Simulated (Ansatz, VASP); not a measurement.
# Al3B2N in VASP and in Ansatz

The input INCAR:

```
ALGO     = Normal         # electronic algorithm
EDIFF    = 1E-6           # SCF threshold, eV
EDIFFG   = -0.04          # ionic threshold
ENCUT    = 600            # plane-wave cutoff, eV
GGA      = PE             # functional
IBRION   = 2              # ionic algorithm
ISIF     = 3              # what is computed and relaxed
ISMEAR   = 0              # smearing method
LASPH    = True           # aspherical terms in the spheres
LCHARG   = False          # write CHGCAR
LREAL    = False          # projectors in reciprocal space
LWAVE    = False          # write WAVECAR
NELM     = 100            # most SCF steps
NSW      = 90             # ionic steps
PREC     = Accurate       # precision mode
SIGMA    = 0.1            # smearing width, eV
```

KPOINTS

```
k-points
0
Gamma
  6 6 4
```

File POSCAR:

```
Al3B2N
1.0
    3.8388603400      0.0000000000      0.0000000000
   -1.9194301700      3.3245505700      0.0000000000
    0.0000000000      0.0000000000      6.3103724500
Al B N
3 2 1
Direct
    0.3333333300      0.6666666700      0.0000000000
    0.6666666700      0.3333333300      0.0000000000
    0.0000000000      0.0000000000      0.0000000000
    0.0000000000      0.0000000000      0.2966334100
    0.0000000000      0.0000000000      0.7033665900
    0.0000000000      0.0000000000      0.5000000000
```

Input for Ansatz:

```yaml
crystal:
  lattice:
    - [3.83886034, 0.0, 0.0]
    - [-1.91943017, 3.32455057, 0.0]
    - [0.0, 0.0, 6.31037245]
  atoms:
    - { symbol: Al, position: [0.33333333, 0.66666667, 0.0] }
    - { symbol: Al, position: [0.66666667, 0.33333333, 0.0] }
    - { symbol: Al, position: [0.0, 0.0, 0.0] }
    - { symbol: B, position: [0.0, 0.0, 0.29663341] }
    - { symbol: B, position: [0.0, 0.0, 0.70336659] }
    - { symbol: "N", position: [0.0, 0.0, 0.5] }
basis:
  ecutwfc: 420
kpoints:
  mp_grid: { grid: [6, 6, 4] }
hamiltonian:
  xc: pbe
scf:
  occupations: { method: gaussian, width: 0.1 }
  lower_state_search: "off"
output:
  forces: true
  stress: true
  eigenvalues: true
relax:
  adjacent_minimum: "off"
  f_tol: 0.04
  max_steps: 70
  cell: { stress_tol: 0.4 }
```

Alike in both runs: task relaxation of cell and atoms; functional PBE; k mesh 6 × 6 × 4; occupations gaussian, width 0.1 eV; no spin polarisation.

```csv
,VASP,Ansatz
version,VASP 6.6.1,Ansatz 0.2.0
potentials or method,"VASP PAW PBE potentials, release 64 (Al, B, N), cutoff 600 eV","scalar-relativistic, plane waves, PAW"
valence electrons in the cell,20,20
```

```tsv
	VASP	Ansatz	Ansatz less VASP
gap on the k mesh at the Fermi level, each at its own relaxed structure (eV)	none	none	-
relaxed volume (Å³/atom)	21.60	21.97	+0.371
relaxed cell length with the largest relative difference (Å)	4.724	4.760	+0.0365
```

A gap of «none» marks a metal or a gap that the smearing closes.

Noted on VASP's run: the volume moved by over 15 % at a fixed basis, so the end points are rough.
